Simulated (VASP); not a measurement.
Write the native input for VASP 6.6.1 that does the following.

```yaml
Task: single point
Functional: PBEsol
Potentials_or_basis: VASP PAW PBE potentials, release 64 (Mn_pv, O)
Cutoff: 520 eV
k_mesh: 9 × 9 × 5
Occupations: fermi-dirac, width 0.05 eV
Spin: collinear spin, ferromagnetic start
Starting_moments: "[4.0, 4.0, 0.0, 0.0] μB"
Dipole_correction: no
Further_INCAR_settings: ALGO = Normal; EDIFF = 1e-06; NBANDS = 31
```

The structure of MnO lies in POSCAR:

```
MnO
1.0
    3.3717000000      0.0000000000      0.0000000000
   -1.6858500000      2.9199778539      0.0000000000
    0.0000000000      0.0000000000      5.3855000000
Mn O
2 2
Direct
    0.6666666667      0.3333333333      0.5109600000
    0.3333333333      0.6666666667      0.0109600000
    0.6666666667      0.3333333333      0.8754700000
    0.3333333333      0.6666666667      0.3754700000
```

These files were run (other wordings do the same):

INCAR

```
PREC = Accurate ; ENCUT = 520
EDIFF = 1E-6 ; ISMEAR = -1
SIGMA = 0.05 ; LREAL = F
LASPH = T ; NELM = 150
ALGO = Normal ; ISIF = 2
LWAVE = F ; LCHARG = T
ISPIN = 2 ; MAGMOM = 4 4 0 0
LORBIT = 11 ; LMAXMIX = 4
GGA = PS ; LELF = T
LVHAR = T ; NBANDS = 31
```

KPOINTS

```
Automatic mesh
0
Gamma
  9 9 5
```

Potentials or basis: VASP PAW PBE potentials, release 64 (Mn_pv, O).

Command:

```bash
$ cat potpaw_PBE.64/Mn_pv/POTCAR potpaw_PBE.64/O/POTCAR > POTCAR
$ mpirun -np 1 vasp_std > vasp.out
```

It gave:

- Pressure: 1.2 GPa
- Largest force: 0.613 eV/Å
- Band gap on the k mesh: zero (filled and empty bands overlap)
- Net moment: 9.99 μB per cell
- Site moments: Mn +4.40; O +0.20 μB
- Valence electrons inside the program's atomic spheres: Mn 11.43; O 4.99

Caveat: the PAW data sets were made with another functional, which shifts forces and pressure a little; semilocal functionals often make such compounds metallic where correlation or magnetic order opens a gap, which also shifts bond lengths; only a ferromagnetic start was run, and an antiferromagnetic order may lie lower in energy.

Wall time 98 s on 1 thread of Intel(R) Xeon(R) Platinum 8488C (Sapphire Rapids), on a shared host, peak memory 0.24 GiB.
